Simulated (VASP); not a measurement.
Input of a VASP 6.6.1 run:

File POSCAR:

```
HfO2
1.0
   -2.5575000000     -2.5575000000      0.0000000000
    2.5575000000     -2.5575000000      0.0000000000
    0.0000000000      0.0000000000     12.2300000000
Hf O
4 8
Direct
    0.0000000000      0.0000000000      0.7841884710
    0.5000000000      0.5000000000      0.1568376942
    0.0000000000      0.0000000000      0.3659546198
    0.5000000000      0.5000000000      0.5750715454
    0.5000000000      0.0000000000      0.0522792314
    0.0000000000      0.5000000000      0.2613961570
    0.5000000000      0.0000000000      0.4705130826
    0.0000000000      0.5000000000      0.6796300082
    0.5000000000      0.0000000000      0.2613961570
    0.0000000000      0.5000000000      0.4705130826
    0.5000000000      0.0000000000      0.6796300082
    0.0000000000      0.5000000000      0.0522792314
```

The input INCAR.step1:

```
SYSTEM = HfO2
PREC = Accurate
ENCUT = 520
ISMEAR = 0
SIGMA = 0.05
LREAL = .False.
LASPH = .True.
NELM = 80
NBANDS = 56
GGA = PE
ALGO = Normal
EDIFF = 1E-4
LWAVE = .True.
LCHARG = .False.
```

The input INCAR.step2:

```
SYSTEM = HfO2
PREC = Accurate
ENCUT = 520
EDIFF = 1E-6
ISMEAR = 0
SIGMA = 0.05
LREAL = .False.
LASPH = .True.
NELM = 80
ALGO = Normal
ISIF = 2
LWAVE = .False.
LCHARG = .False.
METAGGA = R2SCAN
LMIXTAU = .True.
NBANDS = 56
ISTART = 1
```

KPOINTS

```
Automatic mesh
0
Gamma
  6 6 3
  0 0 0
```

Potentials or basis: VASP PAW PBE potentials, release 64 (Hf_pv, O).

Command:

```bash
$ cat potpaw_PBE.64/Hf_pv/POTCAR potpaw_PBE.64/O/POTCAR > POTCAR
$ cp INCAR.step1 INCAR
$ mpirun -np 1 vasp_std > vasp.out
$ cp INCAR.step2 INCAR
$ mpirun -np 1 vasp_std > vasp.out
```

Task: Predict the band gap on the k mesh.

Result: Zero (bands 44 and 45 overlap by 0.25 eV).

Task: Predict the largest force.

Result: 2.833 eV/Å.

Forces on the atoms (eV/Å):
```
Hf   0.000  0.000 -1.379
Hf   0.000  0.000 -2.833
Hf   0.000  0.000 -2.492
Hf   0.000  0.000 -2.167
O    0.000  0.000  0.507
O    0.000  0.000  1.222
O    0.000  0.000  1.227
O    0.000  0.000  1.479
O    0.000  0.000  1.222
O    0.000  0.000  1.227
O    0.000  0.000  1.479
O    0.000  0.000  0.507
```

Caveat: the cell differs from its parent crystal (the distance across one plane changed); the cell stands under tension; the PAW data sets were made with another functional, which shifts forces and pressure a little; spin-orbit coupling is left out, which moves the levels of the heavy elements.
